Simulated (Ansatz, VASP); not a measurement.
## Two plane-wave programs on Ag

```xyz
1
Lattice="0.0000 2.0329 2.0431 2.0431 0.0000 2.0431 2.0431 2.0329 0.0000" Properties=species:S:1:pos:R:3 pbc="T T T"
Ag    0.0000    0.0000    0.0000
```

Change from the starting cell: strain -0.0050 x Voigt [0, 1, 0, 0, 0, 0], atoms carried along.

Alike in both runs: task single point; functional PBEsol; k mesh 20 × 20 × 20; occupations gaussian, width 0.15 eV; no spin polarisation.

|  | VASP | Ansatz |
| --- | --- | --- |
| version | VASP 6.6.1 | Ansatz 0.2.0 |
| potentials or method | VASP PAW PBE potentials, release 64 (Ag), cutoff 520 eV | scalar-relativistic, plane waves, PAW |
| valence electrons in the cell | 11 | 19 |

VASP gave:

| Property | Result |
| --- | --- |
| gap on the k mesh at the Fermi level (eV) | none |
| pressure (GPa) | -2.3 |
| traceless stress, the component that is largest in VASP (GPa) | 0.13 |

Problem. Estimate Ansatz's values.

Solution. gap on the k mesh at the Fermi level (eV): none; pressure (GPa): -2.1; traceless stress, the component that is largest in VASP (GPa): 0.13.

VASP's potentials were made for PBE, not for PBEsol. A gap of «none» marks a metal or a gap that the smearing closes. The functional is the same, so the differences come from potentials, cutoffs and numerics. VASP's potentials hold 11 valence electrons a cell and Ansatz's 19, so a difference there can come from the potentials and not from the codes.
